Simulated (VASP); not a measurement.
# Ge4F in VASP: notebook

Runs on Ge4F. Level: PBE+D3(BJ). Tasks: single point.

Everything below comes from runs of VASP 6.6.1. Logs are shortened: lines on timing, memory, paths and dates and some standing lists are left out, and cuts for length are marked.

**1. The cell of the first run**

The cell holds a slab with vacuum, 5 atoms: a = 4.030 Å, b = 4.030 Å, c = 21.642 Å, α = 90.00°, β = 90.00°, γ = 90.00°.

**2. Single point, PBE+D3(BJ)**

INCAR

```
SYSTEM = Ge4F
PREC     = Accurate       ! precision mode
ENCUT    = 520            ! plane-wave cutoff, eV
EDIFF    = 1E-6           ! SCF threshold, eV
ISMEAR   = 0              ! smearing method
SIGMA    = 0.1            ! smearing width, eV
LREAL    = .False.        ! projectors in reciprocal space
LASPH    = .True.         ! aspherical terms in the spheres
NELM     = 60             ! most SCF steps
ALGO     = Normal         ! electronic algorithm
ISIF     = 2              ! what is computed and relaxed
LWAVE    = .False.        ! write WAVECAR
LCHARG   = .False.        ! write CHGCAR
LDIPOL   = .True.       
IDIPOL   = 3            
DIPOL    = 0.5 0.5 0.336
GGA      = PE             ! functional
IVDW     = 12             ! dispersion correction
NBANDS   = 40             ! bands
```

KPOINTS

```
Automatic mesh
0
Gamma
  7 7 1
  0 0 0
```

POSCAR

```
Ge4F
1.0
    4.0303587907      0.0000000000      0.0000000000
    0.0000000000      4.0303587907      0.0000000000
    0.0000000000      0.0000000000     21.6416627718
Ge F
4 1
Direct
    0.0000000000      0.5000000000      0.1848286817
    0.0000000000      0.0000000000      0.2506714513
    0.5000000000      0.0000000000      0.3196569899
    0.5000000000      0.5000000000      0.3854446333
    0.7500000000      1.0000000000      0.5379282957
```

Potentials or basis: VASP PAW PBE potentials, release 64 (Ge_d, F).

Run with:

```console
$ cat potpaw_PBE.64/Ge_d/POTCAR potpaw_PBE.64/F/POTCAR > POTCAR
$ mpirun -np 1 vasp_std > vasp.out
```

OUTCAR:

```text
SYSTEM = Ge4F
   PREC = Accurate
   ENCUT = 520
   EDIFF = 1E-6
   ISMEAR = 0
   LREAL = .False.
   LASPH = .True.
   NELM = 60
   ISIF = 2
   GGA = PE
   IVDW = 12
 IVDW          = 12

 ion  position               nearest neighbor table
   1  0.000  0.500  0.185-   2 2.47   2 2.47
   2  0.000  0.000  0.251-   1 2.47   1 2.47   3 2.51   3 2.51
   3  0.500  0.000  0.320-   4 2.47   4 2.47   2 2.51   2 2.51
   4  0.500  0.500  0.385-   3 2.47   3 2.47
   5  0.750  0.000  0.538-

  LATTYP: Found a simple tetragonal cell.
 ALAT       =     4.0303587907
 C/A-ratio  =     5.3696615849

  Lattice vectors:

 A1 = (   4.0303587907,   0.0000000000,   0.0000000000)
 A2 = (   0.0000000000,   4.0303587907,   0.0000000000)
 A3 = (   0.0000000000,   0.0000000000,  21.6416627718)

Analysis of symmetry for initial positions (statically):
=====================================================================
 Subroutine PRICEL returns:
 Original cell was already a primitive cell.

 Routine SETGRP: Setting up the symmetry group for a
 simple tetragonal supercell.

 Subroutine GETGRP returns: Found  2 space group operations
 (whereof  2 operations were pure point group operations)
 out of a pool of 16 trial point group operations.

The static configuration has the point symmetry C_1h.

Analysis of symmetry for dynamics (positions and initial velocities):
=====================================================================
 Subroutine PRICEL returns:
 Original cell was already a primitive cell.

 Routine SETGRP: Setting up the symmetry group for a
 simple tetragonal supercell.

 Subroutine GETGRP returns: Found  2 space group operations
 (whereof  2 operations were pure point group operations)
 out of a pool of 16 trial point group operations.

The dynamic configuration has the point symmetry C_1h.

 Subroutine INISYM returns: Found  2 space group operations
 (whereof  2 operations are pure point group operations),
 and found     1 'primitive' translations

----------------------------------------------------------------------------------------

                                     Primitive cell

  volume of cell :     351.5427

  direct lattice vectors                    reciprocal lattice vectors
     4.030358791  0.000000000  0.000000000     0.248116868  0.000000000  0.000000000
     0.000000000  4.030358791  0.000000000     0.000000000  0.248116868  0.000000000
     0.000000000  0.000000000 21.641662772     0.000000000  0.000000000  0.046207170

  length of vectors
     4.030358791  4.030358791 21.641662772     0.248116868  0.248116868  0.046207170

  position of ions in fractional coordinates (direct lattice)
     0.000000000  0.500000000  0.184828682
     0.000000000  0.000000000  0.250671451
     0.500000000  0.000000000  0.319656990
     0.500000000  0.500000000  0.385444633
     0.750000000  0.000000000  0.537928296

  ion indices of the primitive-cell ions
   primitive index   ion index
                 1           1
                 2           2
                 3           3
                 4           4
                 5           5

----------------------------------------------------------------------------------------

 KPOINTS: Automatic mesh

Automatic generation of k-mesh.
 Grid dimensions read from file:
 generate k-points for:    7    7    1

 Generating k-lattice:

  Cartesian coordinates                     Fractional coordinates (reciprocal lattice)
     0.035445267  0.000000000  0.000000000     0.142857143  0.000000000  0.000000000
     0.000000000  0.035445267  0.000000000     0.000000000  0.142857143  0.000000000
     0.000000000  0.000000000  0.046207170     0.000000000  0.000000000  1.000000000

  Length of vectors
     0.035445267  0.035445267  0.046207170

  Shift w.r.t. Gamma in fractional coordinates (k-lattice)
     0.000000000  0.000000000  0.000000000

 Subroutine IBZKPT returns following result:
 ===========================================

 Found     16 irreducible k-points:

 Following reciprocal coordinates:
            Coordinates               Weight
  0.000000  0.000000  0.000000      1.000000
  0.142857  0.000000  0.000000      2.000000
  0.000000  0.142857  0.000000      2.000000
  0.285714  0.000000  0.000000      2.000000
  0.000000  0.285714  0.000000      2.000000
  0.428571  0.000000  0.000000      2.000000
[... 8 lines left out ...]
 -0.285714  0.428571  0.000000      4.000000
  0.428571  0.428571  0.000000      4.000000
   k-points           NKPTS =     16   k-points in BZ     NKDIM =     16   number of bands    NBANDS=     40
   number of dos      NEDOS =    301   number of ions     NIONS =      5
   total plane-waves  NPLWV = 145800
   dimension x,y,z NGX =    30 NGY =   30 NGZ =  162
   dimension x,y,z NGXF=    60 NGYF=   60 NGZF=  324
   ions per type =               4   1
   NGX,Y,Z   is equivalent  to a cutoff of  12.37, 12.37, 12.44 a.u.
   NGXF,Y,Z  is equivalent  to a cutoff of  24.75, 24.75, 24.89 a.u.
 SYSTEM =  Ge4F
   PREC   = accura    normal or accurate (medium, high low for compatibility)
   ISTART =      0    job   : 0-new  1-cont  2-samecut
   ICHARG =      2    charge: 1-file 2-atom 10-const
   ISPIN  =      1    spin polarized calculation?
   LNONCOLLINEAR =      F non collinear calculations
   LSORBIT =      F    spin-orbit coupling
   LASPH  =      T    aspherical Exc in radial PAW
   ENCUT  =  520.0 eV  38.22 Ry    6.18 a.u.   7.49  7.49 40.24*2*pi/ulx,y,z
   NELM   =     60;   NELMIN=  2; NELMDL= -5     # of ELM steps
   EDIFF  = 0.1E-05   stopping-criterion for ELM
   LREAL  =      F    real-space projection
   EDIFFG = 0.1E-04   stopping-criterion for IOM
   NSW    =      0    number of steps for IOM
   IBRION =     -1    ionic relax: 0-MD 1-quasi-New 2-CG
   NFREE  =      0    steps in history (QN), initial steepest desc. (CG)
   ISIF   =      2    stress and relaxation
   ISYM   =      2    0-nonsym 1-usesym 2-fastsym
   POTIM  = 0.5000    time-step for ionic-motion
   TEBEG  =    0.0;   TEEND  =   0.0 temperature during run
   PSTRESS=    0.0 pullay stress
   NELECT =      63.0000    total number of electrons
   NUPDOWN=      -1.0000    fix difference up-down
   EMIN   =  10.00;   EMAX   =-10.00  energy-range for DOS
   EFERMI =   0.00;   METHOD = LEGACY
   ISMEAR =     0;   SIGMA  =   0.10  broadening in eV -4-tet -1-fermi 0-gaus
   EFERMI_NEDOS =   21; number of points for ismear=-14 and -15
   IALGO  =     38    algorithm
   IMIX   =      4    mixing-type and parameters
     AMIX     =   0.40;   BMIX     =  1.00
     AMIX_MAG =   1.60;   BMIX_MAG =  1.00
  volume/ion in A,a.u.               =      70.31       474.47
  Fermi-wavevector in a.u.,A,eV,Ry     =   0.922987  1.744193 11.590876  0.851905
  Thomas-Fermi vector in A             =   2.048574
   LORBIT       =      0    0 simple, 1 ext, 2 COOP (PROOUT), +10 PAW based schemes
   GGA     = PE    functional components
   LHFCALC =     F    Hartree Fock is set to
   AEXX    =    0.0000 exact exchange contribution
   IVDW    =    12    specifies the selected vdW correction
   LEPSILON=     F    determine dielectric tensor
   LRPA    =     F    only Hartree local field effects (RPA)
 non-spin polarized calculation
 Gauss-broadening in eV      SIGMA  =   0.10
  energy-cutoff  :      520.00
  volume of cell :      351.54
 maximum number of plane-waves:      9517
 NGX is ok and might be reduce to    30
   NGX = 15   NGY = 15   NGZ = 81

 number of electron      62.9999895 magnetization

 dipolmoment           0.000000      0.000000      0.504547 electrons x Angstroem

 Free energy of the ion-electron system (eV)
  ---------------------------------------------------
  ext. energy  EPLUGINS =         0.00000000
  ---------------------------------------------------
  free energy    TOTEN  =       -16.44511277 eV

  energy without entropy =      -16.36178505  energy(sigma->0) =      -16.40344891

 E-fermi :  -4.2486     XC(G=0):  -3.9084

 val. band max:       -4.2512828449   @ k =  -0.1429   0.2857   0.0000
 cond. band min:      -4.2426133423   @ k =   0.2857   0.2857   0.0000
 fundamental gap:      0.0086695027
 Fermi energy:        -4.2485772107

 k-point     1 :       0.0000    0.0000    0.0000
  band No.  band energies     occupation
      1     -28.7817      2.00000
      2     -28.7470      2.00000
      3     -28.7010      2.00000
      4     -28.6849      2.00000
      5     -28.6294      2.00000
      6     -28.5642      2.00000
[... 32 lines left out ...]
     39       0.4786      0.00000
     40       1.7874      0.00000

 k-point     2 :       0.1429    0.0000    0.0000
  band No.  band energies     occupation
      1     -28.7811      2.00000
      2     -28.7472      2.00000
      3     -28.7012      2.00000
      4     -28.6849      2.00000
      5     -28.6292      2.00000
      6     -28.5642      2.00000
[... 32 lines left out ...]
     39       0.6330      0.00000
     40       2.1639      0.00000

 k-point     3 :       0.0000    0.1429    0.0000
  band No.  band energies     occupation
      1     -28.7818      2.00000
      2     -28.7476      2.00000
      3     -28.7011      2.00000
      4     -28.6849      2.00000
      5     -28.6265      2.00000
      6     -28.5665      2.00000
[... 32 lines left out ...]
     39       0.8460      0.00000
     40       2.0069      0.00000

 k-point     4 :       0.2857    0.0000    0.0000
  band No.  band energies     occupation
      1     -28.7796      2.00000
      2     -28.7476      2.00000
      3     -28.7016      2.00000
      4     -28.6850      2.00000
      5     -28.6289      2.00000
      6     -28.5637      2.00000
[... 32 lines left out ...]
     39       1.5947      0.00000
     40       1.9298      0.00000
[... 428 lines left out ...]
     39       2.1113      0.00000
     40       2.4904      0.00000

 k-point    15 :      -0.2857    0.4286    0.0000
  band No.  band energies     occupation
      1     -28.7804      2.00000
      2     -28.7504      2.00000
      3     -28.7025      2.00000
      4     -28.6726      2.00000
      5     -28.6314      2.00000
      6     -28.5722      2.00000
[... 32 lines left out ...]
     39       2.1602      0.00000
     40       2.8699      0.00000

 k-point    16 :       0.4286    0.4286    0.0000
  band No.  band energies     occupation
      1     -28.7792      2.00000
      2     -28.7508      2.00000
      3     -28.7028      2.00000
      4     -28.6729      2.00000
      5     -28.6315      2.00000
      6     -28.5714      2.00000
[... 32 lines left out ...]
     39       2.1590      0.00000
     40       2.7538      0.00000

------------------------ aborting loop because EDIFF is reached ----------------------------------------

 vacuum level on the upper side and lower side of the slab       (xc-potential included)         2.734        -2.748

 Edisp (eV)   -0.88091

 E8    (eV) :    -0.4075

  FORCE on cell =-STRESS in cart. coord.  units (eV):
  Direction    XX          YY          ZZ          XY          YZ          ZX
  --------------------------------------------------------------------------------------
  -------------------------------------------------------------------------------------
  Total      -2.01796     0.11785    -1.66134     0.00000     0.00000    -0.17921
  in kB      -9.19698     0.53709    -7.57166     0.00000     0.00000    -0.81676
  external pressure =       -5.41 kB  Pullay stress =        0.00 kB

 VOLUME and BASIS-vectors are now :
 -----------------------------------------------------------------------------
  energy-cutoff  :      520.00
  volume of cell :      351.54
      direct lattice vectors                 reciprocal lattice vectors
     4.030358791  0.000000000  0.000000000     0.248116868  0.000000000  0.000000000
     0.000000000  4.030358791  0.000000000     0.000000000  0.248116868  0.000000000
     0.000000000  0.000000000 21.641662772     0.000000000  0.000000000  0.046207170

 POSITION                                       TOTAL-FORCE (eV/Angst)
 -----------------------------------------------------------------------------------
      0.00000      2.01518      4.00000        -0.003300      0.000000     -0.071386
      0.00000      0.00000      5.42495         0.009486      0.000000      0.076212
      2.01518      0.00000      6.91791         0.024322      0.000000      0.002539
      2.01518      2.01518      8.34166         0.009247      0.000000      0.516948
      3.02277      0.00000     11.64166        -0.039756      0.000000     -0.524312
 -----------------------------------------------------------------------------------
    total drift:                               -0.000043      0.000000     -0.001954

  FREE ENERGIE OF THE ION-ELECTRON SYSTEM (eV)
  ---------------------------------------------------
  free  energy   TOTEN  =       -17.3260180454 eV

  energy  without entropy=      -17.2426903274  energy(sigma->0) =      -17.28435419

 vacuum level on the upper side and lower side of the slab         6.256         0.635
```

It took 3.9 min on 1 thread of Intel Xeon 6975P-C (Granite Rapids), shared host; peak memory 0.47 GiB.

Results:

| Property | Result |
| --- | --- |
| Free energy | -17.3260 eV |
| Largest force | 0.526 eV/Å |
| Dispersion energy per atom | -0.176 eV |

Forces in eV/Å, atoms in the order of the input:
```
Ge  -0.003  0.000 -0.071
Ge   0.009  0.000  0.076
Ge   0.024  0.000  0.003
Ge   0.009  0.000  0.517
F   -0.040  0.000 -0.524
```

Caveat: an odd number of electrons without spin polarisation forces a metal; a magnetic or distorted state may lie lower.

**3. Single point, PBE+D3(BJ)**

INCAR

```
PREC     = Accurate       # precision mode
ENCUT    = 520            # plane-wave cutoff, eV
EDIFF    = 1E-6           # SCF threshold, eV
ISMEAR   = 0              # smearing method
SIGMA    = 0.1            # smearing width, eV
LREAL    = False          # projectors in reciprocal space
LASPH    = True           # aspherical terms in the spheres
NELM     = 100            # most SCF steps
ALGO     = Normal         # electronic algorithm
ISIF     = 2              # what is computed and relaxed
LWAVE    = False          # write WAVECAR
LCHARG   = False          # write CHGCAR
LDIPOL   = True         
IDIPOL   = 3            
DIPOL    = 0.5 0.5 0.336
GGA      = PE             # functional
IVDW     = 12             # dispersion correction
NBANDS   = 40             # bands
```

KPOINTS

```
Automatic mesh
0
Gamma
  7 7 1
```

Changes to POSCAR since step 2:

```diff
@@ -12,2 +12,2 @@
     0.5000000000      0.5000000000      0.3854446333
-    0.7500000000      1.0000000000      0.5379282957
+    1.0000000000      0.7500000000      0.5379282957
```

Potentials or basis: VASP PAW PBE potentials, release 64 (Ge_d, F).

Run with:

```console
$ cat potpaw_PBE.64/Ge_d/POTCAR potpaw_PBE.64/F/POTCAR > POTCAR
$ mpirun -np 1 vasp_std > vasp.out
```

Run time: 12 min. Hardware: 1 thread of AMD EPYC 7R13, shared host; peak memory 0.46 GiB.

It converged, with:

- Free energy: -17.3497 eV
- Largest force: 0.580 eV/Å
- Dispersion energy per atom: -0.176 eV

Forces in eV/Å, atoms in the order of the input:
```
Ge   0.000  0.008 -0.072
Ge   0.000  0.008  0.080
Ge   0.000 -0.028 -0.010
Ge   0.000  0.087  0.573
F    0.000 -0.075 -0.571
```

Levels at points of the mesh, in eV from the Fermi level:
| k point | band 29 | band 30 | band 31 | band 32 | band 33 | band 34 | band 35 | band 36 |
| --- | --- | --- | --- | --- | --- | --- | --- | --- |
| (0.00, 0.00, 0.00) | -0.21 | -0.05 | -0.04 | 0.81 | 1.31 | 1.94 | 2.09 | 2.41 |

Caveat: an odd number of electrons without spin polarisation forces a metal; a magnetic or distorted state may lie lower.
